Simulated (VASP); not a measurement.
Runs of VASP 6.6.1 on GaSb. The structure is that of space group F-43m (No. 216), or close to it. The cells are those of the table. 

| task | cell | cutoff (eV) | smearing | gap on the mesh (eV) | pressure (GPa) |
| --- | --- | --- | --- | --- | --- |
| single point | a = 4.395 Å, angles 60.0°, 2 atoms | 520 | fermi-dirac 0.15 eV | none | (b) |
| relaxation of cell and atoms | relaxed to 22 GPa from a = 4.158 Å, angles 60.0°, 2 atoms | 600 | gaussian 0.01 eV | 0.47 | 22.0 |
| relaxation of cell and atoms | relaxed to 5 GPa from a = 4.395 Å, angles 60.0°, 2 atoms | 600 | fermi-dirac 0.15 eV | 0.34 | 5.0 |
| single point | a = 4.264 Å, angles 60.0°, 2 atoms | 520 | fermi-dirac 0.15 eV | 0.35 | 5.1 |
| relaxation of cell and atoms | relaxed from a = 4.394 Å, angles 60.0°, 2 atoms | 600 | fermi-dirac 0.15 eV | none | 0.0 |
| single point | a = 4.025 Å, angles 60.0°, 2 atoms | 520 | gaussian 0.01 eV | 0.46 | 22.1 |
| single point | a = 4.424 Å, angles 60.0°, 2 atoms | 520 | fermi-dirac 0.15 eV | none | (a) |
| single point | a = 4.366 Å, angles 60.0°, 2 atoms | 520 | fermi-dirac 0.15 eV | none | 1.0 |

Alike in all rows: level PBE; potentials or basis VASP PAW PBE potentials, release 64 (Ga_d, Sb); no spin polarisation; k mesh 12 × 12 × 12.

Fill in the values left out.

(a) -0.8; (b) 0.1.

Caveats: semilocal functionals underestimate gaps, and a narrow one can read as zero; spin-orbit coupling is left out, which moves the levels of the heavy elements; the cell is relaxed towards a set pressure, so the run minimises the enthalpy, not the energy (at least some runs); the cell stands under pressure (at least some runs).

A k mesh can miss the band edges, and the runs leave out spin-orbit coupling on Ga, Sb.

A gap of «none» marks levels without a gap at the run's occupations.
